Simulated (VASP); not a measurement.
Write the native input for VASP 6.6.1 that does the following.

```yaml
Task: single point
Functional: r2SCAN
Potentials_or_basis: VASP PAW PBE potentials, release 64 (Al, O)
Cutoff: 660 eV
k_mesh: 8 × 8 × 8
Occupations: gaussian, width 0.1 eV
Spin: no spin polarisation
Dipole_correction: no
Further_INCAR_settings: ALGO = Normal; EDIFF = 1e-06; NBANDS = 18
```

Crystal: AlO3.

```
Al O
1.0
    -1.61782    1.61782    3.61382
     1.61782   -1.61782    3.61382
     1.61782    1.61782   -3.61382
Al O
1 3
Direct
  0.00000 0.00000 0.00000
  0.50000 0.50000 0.00000
  0.25000 0.75000 0.50000
  0.75000 0.25000 0.50000
```

One way to write it, as run:

POSCAR

```
AlO3
1.0
   -1.6178156709      1.6178156709      3.6138220180
    1.6178156709     -1.6178156709      3.6138220180
    1.6178156709      1.6178156709     -3.6138220180
Al O
1 3
Direct
    0.0000000000      0.0000000000      0.0000000000
    0.5000000000      0.5000000000      0.0000000000
    0.2500000000      0.7500000000      0.5000000000
    0.7500000000      0.2500000000      0.5000000000
```

INCAR.step1

```
SYSTEM = AlO3
PREC = Accurate
ENCUT = 660
ISMEAR = 0
SIGMA = 0.1
LREAL = .FALSE.
LASPH = .TRUE.
NELM = 120
NBANDS = 18
GGA = PE
ALGO = Normal
EDIFF = 1E-5
LWAVE = .TRUE.
LCHARG = .FALSE.
GGA_COMPAT = .FALSE.
```

INCAR.step2

```
SYSTEM = AlO3
PREC = Accurate
ENCUT = 660
EDIFF = 1E-6
ISMEAR = 0
SIGMA = 0.1
LREAL = .FALSE.
LASPH = .TRUE.
NELM = 120
ALGO = Normal
ISIF = 2
LWAVE = .FALSE.
LCHARG = .FALSE.
METAGGA = R2SCAN
LMIXTAU = .TRUE.
NBANDS = 18
ISTART = 1
GGA_COMPAT = .FALSE.
```

KPOINTS

```
Automatic mesh
0
G
  8 8 8
  0 0 0
```

Potentials or basis: VASP PAW PBE potentials, release 64 (Al, O).

The run is started by

```sh
$ cat potpaw_PBE.64/Al/POTCAR potpaw_PBE.64/O/POTCAR > POTCAR
$ cp INCAR.step1 INCAR
$ mpirun -np 1 vasp_std > vasp.out
$ cp INCAR.step2 INCAR
$ mpirun -np 1 vasp_std > vasp.out
```

It gave:

```
Pressure : -28.9 GPa
```

Caveat: the PAW data sets were made with another functional, which shifts forces and pressure a little; an odd number of electrons without spin polarisation forces a metal; a magnetic or distorted state may lie lower.

Wall time 3.1 min on 1 thread of Intel Xeon 6975P-C (shared host), peak memory 0.23 GiB.
